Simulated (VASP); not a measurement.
Input of a VASP 6.6.1 run:

File INCAR:

```
SYSTEM = In
PREC     = Accurate       ! precision mode
ENCUT    = 520            ! plane-wave cutoff, eV
EDIFF    = 1E-8           ! SCF threshold, eV
ISMEAR   = -1             ! smearing method
SIGMA    = 0.05           ! smearing width, eV
LREAL    = .False.        ! projectors in reciprocal space
LASPH    = .True.         ! aspherical terms in the spheres
NELM     = 100            ! most SCF steps
ALGO     = Normal         ! electronic algorithm
ISIF     = 2              ! what is computed and relaxed
LWAVE    = .False.        ! write WAVECAR
LCHARG   = .False.        ! write CHGCAR
GGA      = PE             ! functional
LEFG     = .True.       
ISYM     = 0            
NBANDS   = 12             ! bands
```

File KPOINTS:

```
Automatic mesh
0
Gamma
  12 12 14
  0 0 0
```

Contents of POSCAR:

```
In
1.0
   -1.6315525314      1.6315525314      2.4821691634
    1.6315525314     -1.6315525314      2.4821691634
    1.6315525314      1.6315525314     -2.4821691634
In
1
Direct
    0.0000000000      0.0000000000      0.0000000000
```

Potentials or basis: VASP PAW PBE potentials, release 64 (In_d).

Run with:

```console
$ cat potpaw_PBE.64/In_d/POTCAR > POTCAR
$ mpirun -np 1 vasp_std > vasp.out
```

Question: What does it give for the pressure?

Answer: 1.6 GPa.

Question: Predict the band gap on the k mesh.

Answer: Zero (an odd number of electrons rules out a gap without spin polarisation).

Stress tensor (GPa, compression positive):
```
 1.46 -0.20  0.17
-0.20  1.46  0.17
 0.17  0.17  1.74
```

Caveat: without QUAD_EFG the Cq values of the log hold for a quadrupole moment of 1 mb, not for the nuclei; spin-orbit coupling is left out, which moves the levels of the heavy elements.
